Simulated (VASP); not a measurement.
A run of VASP 6.6.1:

Contents of INCAR:

```
ALGO     = Normal         # electronic algorithm
EDIFF    = 1E-7           # SCF threshold, eV
EDIFFG   = -0.08          # ionic threshold
ENCUT    = 650            # plane-wave cutoff, eV
GGA      = PS             # functional
GGA_COMPAT= False        
IBRION   = 2              # ionic algorithm
ISIF     = 2              # what is computed and relaxed
ISMEAR   = -1             # smearing method
LASPH    = True           # aspherical terms in the spheres
LCHARG   = False          # write CHGCAR
LREAL    = False          # projectors in reciprocal space
LWAVE    = False          # write WAVECAR
NELM     = 120            # most SCF steps
NELMIN   = 4            
NSW      = 45             # ionic steps
PREC     = Accurate       # precision mode
SIGMA    = 0.1            # smearing width, eV
```

KPOINTS

```
k-points
0
Gamma
  2 2 2
```

Contents of POSCAR:

```
Li
1.0
    6.9800000000      0.0000000000      0.0000000000
    0.0000000000      6.9800000000      0.0000000000
    0.0000000000      0.0000000000      6.9800000000
Li
17
Direct
    0.0000000000      0.0000000000      0.0000000000
    0.5000000000      0.0000000000      0.0000000000
    0.0000000000      0.5000000000      0.0000000000
    0.0000000000      0.0000000000      0.5000000000
    0.2500000000      0.2500000000      0.2500000000
    0.5000000000      0.5000000000      0.0000000000
    0.5000000000      0.0000000000      0.5000000000
    0.7500000000      0.2500000000      0.2500000000
    0.0000000000      0.5000000000      0.5000000000
    0.2500000000      0.7500000000      0.2500000000
    0.2500000000      0.2500000000      0.7500000000
    0.5000000000      0.5000000000      0.5000000000
    0.7500000000      0.7500000000      0.2500000000
    0.7500000000      0.2500000000      0.7500000000
    0.2500000000      0.7500000000      0.7500000000
    0.7500000000      0.7500000000      0.7500000000
    0.7417697000      0.3746902000      0.0019992000
```

Potentials or basis: VASP PAW PBE potentials, release 64 (Li_sv).

The run is started by

```console
$ cat potpaw_PBE.64/Li_sv/POTCAR > POTCAR
$ mpirun -np 1 vasp_std > vasp.out
```

Hardware: 1 thread of Intel(R) Xeon(R) Platinum 8488C (Sapphire Rapids), with other jobs on the host.

Question: How long does it take, and how much memory?

Answer: It took 19 min on 1 thread of Intel(R) Xeon(R) Platinum 8488C (Sapphire Rapids) (shared host), peak memory 0.56 GiB. Counts: scf iterations 137, k points 8, ion steps 11.
